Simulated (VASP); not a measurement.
# SrCuSi (P-6m2) in VASP: notebook, part 2 of 2

VASP 6.6.1. The steps go on from the part before.

### Step 5. Single point, LDA

This run uses another cell than the first one, of 23.44 Å³/atom, 1.061 times its volume.

Input file INCAR:

```
PREC = Accurate
ENCUT = 520
EDIFF = 1E-6
ISMEAR = -1
SIGMA = 0.05
LREAL = False
LASPH = True
NELM = 100
ALGO = Normal
ISIF = 2
LWAVE = False
LCHARG = False
GGA = CA
NBANDS = 20
```

Input file KPOINTS:

```
regular mesh
0
Gamma
  8 8 6
```

Input file POSCAR:

```
SrCuSi
1.0
    4.1434308821      0.0000000000      0.0000000000
   -2.0717154410      3.5883157789      0.0000000000
    0.0000000000      0.0000000000      4.7292882810
Sr Si Cu
1 1 1
Direct
    0.0000000000      0.0000000000      0.0000000000
    0.6666666667      0.3333333333      0.5000000000
    0.3333333333      0.6666666667      0.5000000000
```

Potentials or basis: VASP PAW LDA potentials, release 64 (Sr_sv, Si, Cu).

On the command line:

```
> cat potpaw_LDA.64/Sr_sv/POTCAR potpaw_LDA.64/Si/POTCAR potpaw_LDA.64/Cu/POTCAR > POTCAR
> mpirun -np 1 vasp_std > vasp.out
```

OUTCAR:

```text
PREC = Accurate
   ENCUT = 520
   EDIFF = 1E-6
   ISMEAR = -1
   LREAL = False
   LASPH = True
   NELM = 100
   ISIF = 2
   GGA = CA

 ion  position               nearest neighbor table
   1  0.000  0.000  0.000-   3 3.36   3 3.36   2 3.36   2 3.36   2 3.36   3 3.36   2 3.36   3 3.36
                             2 3.36   2 3.36   3 3.36   3 3.36
   2  0.667  0.333  0.500-   3 2.39   3 2.39   3 2.39   1 3.36   1 3.36   1 3.36   1 3.36   1 3.36
                             1 3.36
   3  0.333  0.667  0.500-   2 2.39   2 2.39   2 2.39   1 3.36   1 3.36   1 3.36   1 3.36   1 3.36
                             1 3.36

  LATTYP: Found a hexagonal cell.
 ALAT       =     4.1434308821
 C/A-ratio  =     1.1413942734

  Lattice vectors:

 A1 = (   4.1434308821,   0.0000000000,   0.0000000000)
 A2 = (  -2.0717154410,   3.5883157789,   0.0000000000)
 A3 = (   0.0000000000,   0.0000000000,   4.7292882810)

Analysis of symmetry for initial positions (statically):
=====================================================================
 Subroutine PRICEL returns:
 Original cell was already a primitive cell.

 Routine SETGRP: Setting up the symmetry group for a
 hexagonal supercell.

[... 167 lines left out ...]

 E-fermi :   3.7682     XC(G=0):  -9.8000

 val. band max:        3.7441772815   @ k =   0.5000   0.0000   0.0000
 cond. band min:       3.7848393480   @ k =   0.3750   0.0000   0.1667
 fundamental gap:      0.0406620665
 Fermi energy:         3.7682032782

 k-point     1 :       0.0000    0.0000    0.0000
  band No.  band energies     occupation
      1     -31.1089      2.00000
      2     -13.1951      2.00000
      3     -13.1769      2.00000
      4     -13.1769      2.00000
      5      -4.7653      2.00000
      6       0.1728      2.00000
[... 541 lines left out ...]
     19      10.1227      0.00000
     20      11.1388      0.00000

 [... further k-points ...]

------------------------ aborting loop because EDIFF is reached ----------------------------------------

  FORCE on cell =-STRESS in cart. coord.  units (eV):
  Direction    XX          YY          ZZ          XY          YZ          ZX
  --------------------------------------------------------------------------------------
  -------------------------------------------------------------------------------------
  Total       -2.7082870     -2.7082860     -1.9270426     -0.0000000      0.0000000      0.0000000
  in kB      -61.7104513    -61.7104299    -43.9091825     -0.0000000      0.0000000      0.0000000
  external PRESSURE =     -55.7766879 kB  Pullay stress =       0.0000000 kB

 VOLUME and BASIS-vectors are now :
 -----------------------------------------------------------------------------
  energy-cutoff  :      520.00
  volume of cell :       70.31
      direct lattice vectors                 reciprocal lattice vectors
     4.143430882  0.000000000  0.000000000     0.241345887  0.139341137  0.000000000
    -2.071715441  3.588315779  0.000000000     0.000000000  0.278682274  0.000000000
     0.000000000  0.000000000  4.729288281     0.000000000  0.000000000  0.211448307

 POSITION                                       TOTAL-FORCE (eV/Angst)
 -----------------------------------------------------------------------------------
      0.00000      0.00000      0.00000        -0.000000     -0.000000      0.000000
      2.07172      1.19611      2.36464        -0.000000     -0.000000      0.000000
     -0.00000      2.39221      2.36464         0.000000      0.000000      0.000000
 -----------------------------------------------------------------------------------
    total drift:                                0.000001     -0.000010     -0.000000

  FREE ENERGIE OF THE ION-ELECTRON SYSTEM (eV)
  ---------------------------------------------------
  free  energy   TOTEN  =       -13.5664074854 eV

  energy  without entropy=      -13.5570908638  energy(sigma->0) =      -13.56174917
```

stdout:

```text
POSCAR found type information on POSCAR SrSiCu
 POSCAR found :  3 types and       3 ions
 scaLAPACK will be used
 LDA part: xc-table for (Slater(with rela. corr.)+CA(PZ))
 , standard interpolation
 POSCAR, INCAR and KPOINTS ok, starting setup
 FFT: planning ... GRIDC
 FFT: planning ... GRID_SOFT
 FFT: planning ... GRID
 WAVECAR not read
 entering main loop
```

It took 54 s on 1 thread of Intel Xeon Platinum 8488C (Sapphire Rapids), shared host; peak memory 0.2 GiB.

What came out:

```yaml
Free_energy: -13.5664 eV
Pressure: -5.6 GPa
```

### Step 6. Single point, LDA

This run uses another cell than the first one, of 23.89 Å³/atom, 1.082 times its volume.

Input file INCAR:

```
PREC = Accurate
ENCUT = 520
EDIFF = 1E-7
ISMEAR = -1
SIGMA = 0.05
LREAL = False
LASPH = True
NELM = 80
ALGO = Normal
ISIF = 2
LWAVE = False
LCHARG = True
LELF = True
LVHAR = True
NBANDS = 20
```

Input file KPOINTS:

```
Automatic mesh
0
Gamma
  8 8 6
```

Input file POSCAR:

```
SrCuSi
1.0
    4.1698228732      0.0000000000      0.0000000000
   -2.0849114366      3.6111719097      0.0000000000
    0.0000000000      0.0000000000      4.7594119485
Sr Si Cu
1 1 1
Direct
    0.0000000000      0.0000000000      0.0000000000
    0.6666666667      0.3333333333      0.5000000000
    0.3333333333      0.6666666667      0.5000000000
```

Potentials or basis: VASP PAW LDA potentials, release 64 (Sr_sv, Si, Cu).

On the command line:

```
> cat potpaw_LDA.64/Sr_sv/POTCAR potpaw_LDA.64/Si/POTCAR potpaw_LDA.64/Cu/POTCAR > POTCAR
> mpirun -np 1 vasp_std > vasp.out
```

Run time: 60 s. Hardware: 1 thread of Intel Xeon Platinum 8488C (Sapphire Rapids), shared host; peak memory 0.2 GiB.

It converged, with:

```
Free energy : -13.5158 eV
Pressure    : -6.5 GPa
```

Stress tensor (GPa, compression positive):
```
-7.13  0.00  0.00
 0.00 -7.13  0.00
 0.00  0.00 -5.17
```

Levels at points of the mesh, in eV from the Fermi level:
| k point | band 10 | band 11 | band 12 | band 13 | band 14 | band 15 |
| --- | --- | --- | --- | --- | --- | --- |
| (0.00, 0.00, 0.00) | -2.84 | -0.54 | 0.83 | 1.14 | 1.14 | 2.92 |
| (0.50, 0.00, 0.00) | -2.91 | -2.86 | -0.15 | -0.03 | 1.20 | 3.38 |
| (0.00, 0.00, 0.50) | -2.87 | -2.73 | 1.94 | 1.94 | 3.29 | 3.29 |
| (0.50, 0.00, 0.50) | -2.87 | -2.68 | -0.60 | -0.57 | 0.21 | 3.57 |

### Step 7. Summary

| cell | gap on the mesh (eV) | pressure (GPa) |
| --- | --- | --- |
| a = 4.062, b = 4.062, c = 4.637 Å, angles 90.0, 90.0, 120.0°, 3 atoms | none | -2.5 |
| a = 4.090, b = 4.090, c = 4.668 Å, angles 90.0, 90.0, 120.0°, 3 atoms | none | -3.6 |
| a = 4.117, b = 4.117, c = 4.699 Å, angles 90.0, 90.0, 120.0°, 3 atoms | none | -4.7 |
| a = 4.143, b = 4.143, c = 4.729 Å, angles 90.0, 90.0, 120.0°, 3 atoms | none | -5.6 |
| a = 4.170, b = 4.170, c = 4.759 Å, angles 90.0, 90.0, 120.0°, 3 atoms | none | -6.5 |

Alike in all rows: task single point; level LDA; potentials or basis VASP PAW LDA potentials, release 64 (Sr_sv, Si, Cu); no spin polarisation; k mesh 8 × 8 × 6; cutoff (eV) 520; smearing fermi-dirac 0.05 eV.

Total energies depend on the potentials used, so only differences within one code and one set of settings carry meaning.
